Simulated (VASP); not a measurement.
Here is a VASP 6.6.1 calculation.

The input INCAR:

```
SYSTEM = Cu2Os
ALGO = Fast
EDIFF = 1E-6
ENCUT = 520
GGA = PE
ISIF = 2
ISMEAR = 0
LASPH = .TRUE.
LCHARG = .TRUE.
LELF = .TRUE.
LREAL = .FALSE.
LVHAR = .TRUE.
LWAVE = .FALSE.
NBANDS = 39
NELM = 80
PREC = Accurate
SIGMA = 0.1
```

KPOINTS

```
k-points
0
G
  10 10 10
  0 0 0
```

The input POSCAR:

```
Cu2Os
1.0
    0.0000000000      3.3379959533      3.3379959533
    3.3379959533      0.0000000000      3.3379959533
    3.3379959533      3.3379959533      0.0000000000
Cu Os
4 2
Direct
    0.1250000000      0.1250000000      0.1250000000
    0.6250000000      0.1250000000      0.1250000000
    0.1250000000      0.1250000000      0.6250000000
    0.1250000000      0.6250000000      0.1250000000
    0.5000000000      0.5000000000      0.5000000000
    0.7500000000      0.7500000000      0.7500000000
```

Potentials or basis: VASP PAW PBE potentials, release 64 (Cu, Os).

Command:

```console
$ cat potpaw_PBE.64/Cu/POTCAR potpaw_PBE.64/Os/POTCAR > POTCAR
$ mpirun -np 1 vasp_std > vasp.out
```

What does it give for the pressure?

0.5 GPa.

Predict the band gap on the k mesh.

zero (band 30 reaches 8.71 eV, above the bottom of band 31 at 8.24 eV).

Caveat: spin-orbit coupling is left out, which moves the levels of the heavy elements.
